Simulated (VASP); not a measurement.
# Zn7O8 (a cell with a defect) in VASP: a series of runs

The runs below take Zn7O8 (a cell with a defect) through single point, with PBE.

All numbers are computed with VASP 6.6.1; they aren't measurements. Logs are shortened: lines on timing, memory, paths and dates and some standing lists are left out, and cuts for length are marked.

## (1) The cell of the first run

The cell holds a defect, 15 atoms: a = 6.499 Å, b = 5.628 Å, c = 5.204 Å, α = 90.00°, β = 90.00°, γ = 90.00°.

## (2) Single point, PBE

Contents of INCAR:

```
SYSTEM = Zn7O8
PREC = Accurate ; ENCUT = 520
EDIFF = 1E-7 ; ISMEAR = 0
SIGMA = 0.02 ; LREAL = Auto
LASPH = .TRUE. ; NELM = 60
ALGO = Normal ; ISIF = 2
LWAVE = .FALSE. ; LCHARG = .FALSE.
GGA = PE ; NBANDS = 79
```

Contents of KPOINTS:

```
Automatic mesh
0
G
  2 2 2
  0 0 0
```

Contents of POSCAR:

```
Zn7O8
1.0
   -3.2494000458     -5.6281259735      0.0000000000
    4.8741000229     -2.8140629603      0.0000000000
    0.0000000000      0.0000000000      5.2038000000
Zn O
7 8
Direct
    0.5000000000      0.3423916073      0.0004673707
    0.2564259273      0.8295850246      0.0055357934
    0.2544815754      0.1654916529      0.4978387376
    0.0000000000      0.3307353549      0.0024982905
    0.0000000000      0.6687431632      0.5040065713
    0.7435740727      0.8295850246      0.0055357934
    0.7455184246      0.1654916529      0.4978387376
    0.5000000000      0.3058797794      0.3690956527
    0.5000000000      0.6680343153      0.8986610041
    0.2281725984      0.8460731581      0.3733932138
    0.2502128357      0.1661972186      0.8794193112
    0.0000000000      0.3365721730      0.3859225514
    0.0000000000      0.6662827386      0.8837744474
    0.7718274016      0.8460731581      0.3733932138
    0.7497871643      0.1661972186      0.8794193112
```

Potentials or basis: VASP PAW PBE potentials, release 64 (Zn, O).

Started as:

```sh
cat potpaw_PBE.64/Zn/POTCAR potpaw_PBE.64/O/POTCAR > POTCAR
mpirun -np 1 vasp_std > vasp.out
```

OUTCAR:

```text
SYSTEM = Zn7O8
   PREC = Accurate
   ENCUT = 520
   EDIFF = 1E-7
   ISMEAR = 0
   LREAL = Auto
   LASPH = .TRUE.
   NELM = 60
   ISIF = 2
   GGA = PE

 ion  position               nearest neighbor table
   1  0.500  0.342  0.000-   9 1.91   8 1.93  15 2.00  11 2.00
   2  0.256  0.830  0.006-   9 1.91  10 1.93  11 2.01  13 2.01
   3  0.254  0.165  0.498-   8 1.90  10 1.92  11 1.99  12 2.00
   4  0.000  0.331  0.002-  11 1.98  15 1.98  13 1.99  12 2.00
   5  0.000  0.669  0.504-  14 1.91  10 1.91  12 1.97  13 1.98
   6  0.744  0.830  0.006-   9 1.91  14 1.93  15 2.01  13 2.01
   7  0.746  0.165  0.498-   8 1.90  14 1.92  15 1.99  12 2.00
   8  0.500  0.306  0.369-   7 1.90   3 1.90   1 1.93
   9  0.500  0.668  0.899-   1 1.91   2 1.91   6 1.91
  10  0.228  0.846  0.373-   5 1.91   3 1.92   2 1.93
  11  0.250  0.166  0.879-   4 1.98   3 1.99   1 2.00   2 2.01
  12  0.000  0.337  0.386-   5 1.97   4 2.00   3 2.00   7 2.00
  13  0.000  0.666  0.884-   5 1.98   4 1.99   6 2.01   2 2.01
  14  0.772  0.846  0.373-   5 1.91   7 1.92   6 1.93
  15  0.750  0.166  0.879-   4 1.98   7 1.99   1 2.00   6 2.01

  LATTYP: Found a simple orthorhombic cell.
 ALAT       =     5.2038000000
 B/A-ratio  =     1.0815415505
 C/A-ratio  =     1.2488566224

  Lattice vectors:

 A1 = (   0.0000000000,   0.0000000000,  -5.2038000000)
 A2 = (   4.8741000229,  -2.8140629603,   0.0000000000)
 A3 = (  -3.2494000458,  -5.6281259735,   0.0000000000)

Analysis of symmetry for initial positions (statically):
=====================================================================
 Subroutine PRICEL returns:
 Original cell was already a primitive cell.

 Routine SETGRP: Setting up the symmetry group for a
 simple orthorhombic supercell.

 Subroutine GETGRP returns: Found  2 space group operations
 (whereof  2 operations were pure point group operations)
 out of a pool of  8 trial point group operations.

The static configuration has the point symmetry C_1h.

Analysis of symmetry for dynamics (positions and initial velocities):
=====================================================================
 Subroutine PRICEL returns:
 Original cell was already a primitive cell.

 Routine SETGRP: Setting up the symmetry group for a
 simple orthorhombic supercell.

 Subroutine GETGRP returns: Found  2 space group operations
 (whereof  2 operations were pure point group operations)
 out of a pool of  8 trial point group operations.

The dynamic configuration has the point symmetry C_1h.

 Subroutine INISYM returns: Found  2 space group operations
 (whereof  2 operations are pure point group operations),
 and found     1 'primitive' translations

----------------------------------------------------------------------------------------

                                     Primitive cell

  volume of cell :     190.3345

  direct lattice vectors                    reciprocal lattice vectors
    -3.249400046 -5.628125974  0.000000000    -0.076937280 -0.133259277  0.000000000
     4.874100023 -2.814062960  0.000000000     0.153874561 -0.088839519  0.000000000
     0.000000000  0.000000000  5.203800000     0.000000000  0.000000000  0.192167262

  length of vectors
     6.498800092  5.628125921  5.203800000     0.153874559  0.177679038  0.192167262

  position of ions in fractional coordinates (direct lattice)
     0.500000000  0.342391607  0.000467371
     0.256425927  0.829585025  0.005535793
     0.254481575  0.165491653  0.497838738
     0.000000000  0.330735355  0.002498291
     0.000000000  0.668743163  0.504006571
     0.743574073  0.829585025  0.005535793
     0.745518425  0.165491653  0.497838738
     0.500000000  0.305879779  0.369095653
     0.500000000  0.668034315  0.898661004
     0.228172598  0.846073158  0.373393214
     0.250212836  0.166197219  0.879419311
     0.000000000  0.336572173  0.385922551
     0.000000000  0.666282739  0.883774447
     0.771827402  0.846073158  0.373393214
     0.749787164  0.166197219  0.879419311

  ion indices of the primitive-cell ions
   primitive index   ion index
                 1           1
                 2           2
                 3           3
                 4           4
                 5           5
                 6           6
                 7           7
                 8           8
                 9           9
                10          10
                11          11
                12          12
                13          13
                14          14
                15          15

----------------------------------------------------------------------------------------

 KPOINTS: Automatic mesh

Automatic generation of k-mesh.
 Grid dimensions read from file:
 generate k-points for:    2    2    2

 Generating k-lattice:

  Cartesian coordinates                     Fractional coordinates (reciprocal lattice)
    -0.038468640 -0.066629639  0.000000000     0.500000000  0.000000000  0.000000000
     0.076937280 -0.044419760  0.000000000     0.000000000  0.500000000  0.000000000
     0.000000000  0.000000000  0.096083631     0.000000000  0.000000000  0.500000000

  Length of vectors
     0.076937280  0.088839519  0.096083631

  Shift w.r.t. Gamma in fractional coordinates (k-lattice)
     0.000000000  0.000000000  0.000000000

 Subroutine IBZKPT returns following result:
 ===========================================

 Found      8 irreducible k-points:

 Following reciprocal coordinates:
            Coordinates               Weight
  0.000000  0.000000  0.000000      1.000000
  0.500000  0.000000  0.000000      1.000000
  0.000000  0.500000  0.000000      1.000000
  0.500000  0.500000  0.000000      1.000000
  0.000000  0.000000  0.500000      1.000000
  0.500000  0.000000  0.500000      1.000000
  0.000000  0.500000  0.500000      1.000000
  0.500000  0.500000  0.500000      1.000000
   k-points           NKPTS =      8   k-points in BZ     NKDIM =      8   number of bands    NBANDS=     79
   number of dos      NEDOS =    301   number of ions     NIONS =     15
   total plane-waves  NPLWV =  80640
   dimension x,y,z NGX =    48 NGY =   42 NGZ =   40
   dimension x,y,z NGXF=    96 NGYF=   84 NGZF=   80
   ions per type =               7   8
   NGX,Y,Z   is equivalent  to a cutoff of  12.28, 12.41, 12.78 a.u.
   NGXF,Y,Z  is equivalent  to a cutoff of  24.56, 24.81, 25.56 a.u.
 SYSTEM =  Zn7O8
   PREC   = accura    normal or accurate (medium, high low for compatibility)
   ISTART =      0    job   : 0-new  1-cont  2-samecut
   ICHARG =      2    charge: 1-file 2-atom 10-const
   ISPIN  =      1    spin polarized calculation?
   LNONCOLLINEAR =      F non collinear calculations
   LSORBIT =      F    spin-orbit coupling
   LASPH  =      T    aspherical Exc in radial PAW
   ENCUT  =  520.0 eV  38.22 Ry    6.18 a.u.  12.08 10.46  9.68*2*pi/ulx,y,z
   NELM   =     60;   NELMIN=  2; NELMDL= -5     # of ELM steps
   EDIFF  = 0.1E-06   stopping-criterion for ELM
   LREAL  =      T    real-space projection
   EDIFFG = 0.1E-05   stopping-criterion for IOM
   NSW    =      0    number of steps for IOM
   IBRION =     -1    ionic relax: 0-MD 1-quasi-New 2-CG
   NFREE  =      0    steps in history (QN), initial steepest desc. (CG)
   ISIF   =      2    stress and relaxation
   ISYM   =      2    0-nonsym 1-usesym 2-fastsym
   POTIM  = 0.5000    time-step for ionic-motion
   TEBEG  =    0.0;   TEEND  =   0.0 temperature during run
   PSTRESS=    0.0 pullay stress
   NELECT =     132.0000    total number of electrons
   NUPDOWN=      -1.0000    fix difference up-down
   EMIN   =  10.00;   EMAX   =-10.00  energy-range for DOS
   EFERMI =   0.00;   METHOD = LEGACY
   ISMEAR =     0;   SIGMA  =   0.02  broadening in eV -4-tet -1-fermi 0-gaus
   EFERMI_NEDOS =   21; number of points for ismear=-14 and -15
   IALGO  =     38    algorithm
   IMIX   =      4    mixing-type and parameters
     AMIX     =   0.40;   BMIX     =  1.00
     AMIX_MAG =   1.60;   BMIX_MAG =  1.00
  volume/ion in A,a.u.               =      12.69        85.63
  Fermi-wavevector in a.u.,A,eV,Ry     =   1.449084  2.738372 28.570125  2.099845
  Thomas-Fermi vector in A             =   2.566851
   LORBIT       =      0    0 simple, 1 ext, 2 COOP (PROOUT), +10 PAW based schemes
   GGA     = PE    functional components
   LHFCALC =     F    Hartree Fock is set to
   AEXX    =    0.0000 exact exchange contribution
   IVDW    =     0    specifies the selected vdW correction
   LEPSILON=     F    determine dielectric tensor
   LRPA    =     F    only Hartree local field effects (RPA)
 non-spin polarized calculation
 Gauss-broadening in eV      SIGMA  =   0.02
  energy-cutoff  :      520.00
  volume of cell :      190.33
 maximum number of plane-waves:      5148
   NGX = 25   NGY = 21   NGZ = 19

 number of electron     132.0000000 magnetization

 Free energy of the ion-electron system (eV)
  ---------------------------------------------------
  ext. energy  EPLUGINS =         0.00000000
  ---------------------------------------------------
  free energy    TOTEN  =       -64.94034364 eV

  energy without entropy =      -64.93652973  energy(sigma->0) =      -64.93843669

 E-fermi :   0.1506     XC(G=0): -10.3690

 val. band max:        0.1413515537   @ k =   0.0000   0.5000   0.0000
 cond. band min:       0.1510162089   @ k =   0.5000   0.5000   0.0000
 fundamental gap:      0.0096646552
 Fermi energy:         0.1505611212

 k-point     1 :       0.0000    0.0000    0.0000
  band No.  band energies     occupation
      1     -17.5774      2.00000
      2     -16.9754      2.00000
      3     -16.9670      2.00000
      4     -16.9322      2.00000
      5     -16.7008      2.00000
      6     -16.5336      2.00000
[... 70 lines left out ...]
     77       9.1250      0.00000
     78       9.1657      0.00000
[... 565 lines left out ...]
     77       9.6341      0.00000
     78       9.8062      0.00000
 [bands above 78 left out]

------------------------ aborting loop because EDIFF is reached ----------------------------------------

  FORCE on cell =-STRESS in cart. coord.  units (eV):
  Direction    XX          YY          ZZ          XY          YZ          ZX
  --------------------------------------------------------------------------------------
  -------------------------------------------------------------------------------------
  Total        3.7798280      3.6442166      5.0584667     -0.1174429      0.0300165     -0.0519899
  in kB       31.8174257     30.6758913     42.5806116     -0.9885978      0.2526696     -0.4376347
  external PRESSURE =      35.0246429 kB  Pullay stress =       0.0000000 kB

 VOLUME and BASIS-vectors are now :
 -----------------------------------------------------------------------------
  energy-cutoff  :      520.00
  volume of cell :      190.33
      direct lattice vectors                 reciprocal lattice vectors
    -3.249400046 -5.628125974  0.000000000    -0.076937280 -0.133259277  0.000000000
     4.874100023 -2.814062960  0.000000000     0.153874561 -0.088839519  0.000000000
     0.000000000  0.000000000  5.203800000     0.000000000  0.000000000  0.192167262

 POSITION                                       TOTAL-FORCE (eV/Angst)
 -----------------------------------------------------------------------------------
      0.04415     -3.77757      0.00243        -0.015929      0.009197     -0.022863
      3.21025     -3.77770      0.02881         0.018790      0.010226     -0.023752
     -0.02029     -1.89796      2.59065         0.025850      0.008344      0.025546
      1.61204     -0.93071      0.01300         0.003437     -0.001985      0.002204
      3.25952     -1.88189      2.62275        -0.028646      0.016539      0.028258
      1.62731     -6.51943      0.02881         0.000539     -0.021385     -0.023752
     -1.61586     -4.66158      2.59065         0.005698     -0.026559      0.025546
     -0.13381     -3.67483      1.92070         0.052556     -0.030343      0.011831
      1.63137     -4.69395      4.67645        -0.003585      0.002070     -0.064314
      3.38242     -3.66509      1.94306        -0.043660     -0.018994      0.016072
     -0.00298     -1.87592      4.57632        -0.007570      0.000084      0.001408
      1.64049     -0.94714      2.00826        -0.007002      0.004043      0.003525
      3.24753     -1.87496      4.59899         0.008761     -0.005058      0.002811
      1.61587     -6.72484      1.94306        -0.005381      0.047308      0.016072
     -1.62630     -4.68759      4.57632        -0.003858      0.006514      0.001408
 -----------------------------------------------------------------------------------
    total drift:                                0.003183     -0.001838     -0.005486

  FREE ENERGIE OF THE ION-ELECTRON SYSTEM (eV)
  ---------------------------------------------------
  free  energy   TOTEN  =       -64.9403436387 eV

  energy  without entropy=      -64.9365297344  energy(sigma->0) =      -64.93843669
```

It took 2.4 min on 1 thread of Intel Xeon 6975P-C (Granite Rapids), shared host; peak memory 0.3 GiB.

What came out:

```yaml
Free_energy: -64.9403 eV
Pressure: 3.5 GPa
Largest_force: 0.064 eV/Å
Band_gap_on_the_k_mesh: zero (band 66 reaches 0.44 eV, above the bottom of band 67 at 0.02 eV)
```

Forces on the atoms (eV/Å):
```
Zn  -0.016  0.009 -0.023
Zn   0.019  0.010 -0.024
Zn   0.026  0.008  0.026
Zn   0.003 -0.002  0.002
Zn  -0.029  0.017  0.028
Zn   0.001 -0.021 -0.024
Zn   0.006 -0.027  0.026
O    0.053 -0.030  0.012
O   -0.004  0.002 -0.064
O   -0.044 -0.019  0.016
O   -0.008  0.000  0.001
O   -0.007  0.004  0.004
O    0.009 -0.005  0.003
O   -0.005  0.047  0.016
O   -0.004  0.007  0.001
```

Caveat: the k points lie up to 0.60 Å⁻¹ apart.

## (3) Single point, PBE

Contents of INCAR:

```
PREC = Accurate ; ENCUT = 520
EDIFF = 1E-6 ; ISMEAR = 0
SIGMA = 0.02 ; LREAL = Auto
LASPH = T ; NELM = 80
ALGO = Normal ; ISIF = 2
LWAVE = F ; LCHARG = F
GGA = PE ; NBANDS = 79
```

Contents of KPOINTS:

```
regular mesh
0
Gamma
  2 2 2
```

Contents of POSCAR:

```
Zn7O8
1.0
   -3.2494000000     -5.6281260000      0.0000000000
    4.8741000000     -2.8140630000      0.0000000000
    0.0000000000      0.0000000000      5.2038000000
Zn O
7 8
Direct
    0.4955127078      0.3351861867     -0.0029887774
    0.4932111360      0.6708441077      0.5050893578
    0.2499504446      0.1581309318      0.4990781736
    0.0044273742      0.3349964731     -0.0025892617
    0.0056850465      0.6707496748      0.5054562051
    0.7495533052      0.8323500769      0.0037893462
    0.7497754921      0.1700520063      0.5017500673
    0.4995769456      0.3345742449      0.3785735424
    0.5217468457      0.6545368787      0.8726692033
    0.2494402250      0.8321064539      0.3979712902
    0.2499774045      0.1947940293      0.8676077098
    0.0000368516      0.3344280474      0.3787242015
   -0.0224616936      0.6543958829      0.8734766901
    0.7494150958      0.8343418092      0.3834217303
    0.7498962737      0.1643784395      0.8851840962
```

Potentials or basis: VASP PAW PBE potentials, release 64 (Zn, O).

Started as:

```sh
cat potpaw_PBE.64/Zn/POTCAR potpaw_PBE.64/O/POTCAR > POTCAR
mpirun -np 1 vasp_std > vasp.out
```

Run time: 2.5 min. Hardware: 1 thread of Intel Xeon 6975P-C (Granite Rapids), shared host; peak memory 0.3 GiB.

The run converged. Its results:

```yaml
Free_energy: -64.9402 eV
Pressure: 3.5 GPa
Largest_force: 0.061 eV/Å
Band_gap_on_the_k_mesh: zero (band 66 reaches 0.44 eV, above the bottom of band 67 at 0.03 eV)
```

Forces on the atoms (eV/Å):
```
Zn  -0.020  0.009  0.021
Zn  -0.001 -0.004 -0.031
Zn   0.006  0.004 -0.021
Zn  -0.019  0.014  0.010
Zn   0.005  0.003 -0.022
Zn   0.020 -0.012  0.020
Zn  -0.008  0.005  0.006
O   -0.006  0.003 -0.003
O    0.053  0.016  0.026
O    0.010 -0.006 -0.055
O   -0.036  0.027  0.040
O   -0.002  0.000  0.007
O    0.013 -0.056 -0.004
O   -0.005 -0.006  0.004
O   -0.010  0.005  0.002
```

Stress tensor (GPa, compression positive):
```
 3.18 -0.12  0.02
-0.12  3.06 -0.01
 0.02 -0.01  4.31
```

Levels at points of the mesh, in eV from the Fermi level:
| k point | band 64 | band 65 | band 66 | band 67 | band 68 | band 69 |
| --- | --- | --- | --- | --- | --- | --- |
| (0.00, 0.00, 0.00) | -0.33 | 0.26 | 0.29 | 0.30 | 1.78 | 6.09 |
| (0.50, 0.00, 0.00) | -0.14 | -0.03 | -0.01 | 0.11 | 3.45 | 3.98 |
| (0.00, 0.50, 0.00) | -0.22 | -0.15 | -0.01 | 0.11 | 3.80 | 4.33 |
| (0.50, 0.50, 0.00) | -0.37 | -0.27 | -0.18 | 0.00 | 4.78 | 5.05 |
| (0.00, 0.00, 0.50) | -0.19 | -0.19 | 0.05 | 0.09 | 3.95 | 4.63 |
| (0.50, 0.00, 0.50) | -0.44 | -0.33 | -0.25 | -0.05 | 5.06 | 5.19 |
| (0.00, 0.50, 0.50) | -0.67 | -0.54 | -0.20 | -0.08 | 5.22 | 5.38 |
| (0.50, 0.50, 0.50) | -0.70 | -0.50 | -0.21 | -0.13 | 5.76 | 6.00 |

Caveat: the k points lie up to 0.60 Å⁻¹ apart.
